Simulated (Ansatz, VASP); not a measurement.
**Sb in VASP and in Ansatz**

The input INCAR:

```
ALGO = Normal
EDIFF = 1E-7
ENCUT = 520
GGA = PS
ISIF = 2
ISMEAR = -1
LASPH = T
LCHARG = F
LREAL = F
LWAVE = F
NBANDS = 18
NELM = 100
PREC = Accurate
SIGMA = 0.05
```

KPOINTS

```
k-points
0
Gamma
  6 6 4
```

File POSCAR:

```
Sb
1.0
    4.4352720244      0.0000000000      0.0000000000
    0.0000000000      4.3308481452      0.0000000000
   -1.2935620687      0.0000000000      6.2344268918
Sb
4
Direct
    0.3399300000      0.2500000000      0.6836700000
    0.9366380000      0.7500000000      0.7627580000
    0.0633620000      0.2500000000      0.2372420000
    0.6600700000      0.7500000000      0.3163300000
```

The input input.yaml:

```yaml
crystal:
  lattice:
    - [4.4352720244, 0.0, 0.0]
    - [0.0, 4.3308481452, 0.0]
    - [-1.2935620687, 0.0, 6.2344268918]
  atoms:
    - { symbol: Sb, position: [0.33993, 0.25, 0.68367] }
    - { symbol: Sb, position: [0.936638, 0.75, 0.762758] }
    - { symbol: Sb, position: [0.063362, 0.25, 0.237242] }
    - { symbol: Sb, position: [0.66007, 0.75, 0.31633] }
hamiltonian:
  xc: pbesol
  pseudopotentials: { kind: paw }
kpoints:
  mp_grid: { grid: [6, 6, 4] }
scf:
  occupations: { method: fermi_dirac, width: 0.05 }
output:
  forces: true
  stress: true
  eigenvalues: true
```

Alike in both runs: task single point; functional PBEsol; k mesh 6 × 6 × 4; occupations fermi-dirac, width 0.05 eV; no spin polarisation.

|  | VASP | Ansatz |
| --- | --- | --- |
| version | VASP 6.6.1 | Ansatz 0.2.0 |
| potentials or method | VASP PAW PBE potentials, release 64 (Sb) | Ansatz PAW |
| plane-wave cutoff (eV) | 520 | 420 |
| valence electrons in the cell | 20 | 60 |

VASP gave:

| Property | Result |
| --- | --- |
| gap on the k mesh at the Fermi level (eV) | none |
| pressure (GPa) | 1.0 |
| traceless stress, the component that is largest in VASP (GPa) | 0.52 |
| rms of the force components (eV/Å) | 0.225 |

Question: Which values does Ansatz return?

Answer: gap on the k mesh at the Fermi level (eV): none; pressure (GPa): 0.8; traceless stress, the component that is largest in VASP (GPa): 0.49; rms of the force components (eV/Å): 0.193.

VASP's potentials were made for PBE, not for PBEsol. Atom by atom the forces differ by 0.036 eV/Å (rms over components). A gap of «none» marks a metal or a gap that the smearing closes. The functional is the same, so the differences come from potentials, cutoffs and numerics. VASP's potentials hold 20 valence electrons a cell and Ansatz's 60, so a difference there can come from the potentials and not from the codes.

Spin-orbit coupling is off throughout.
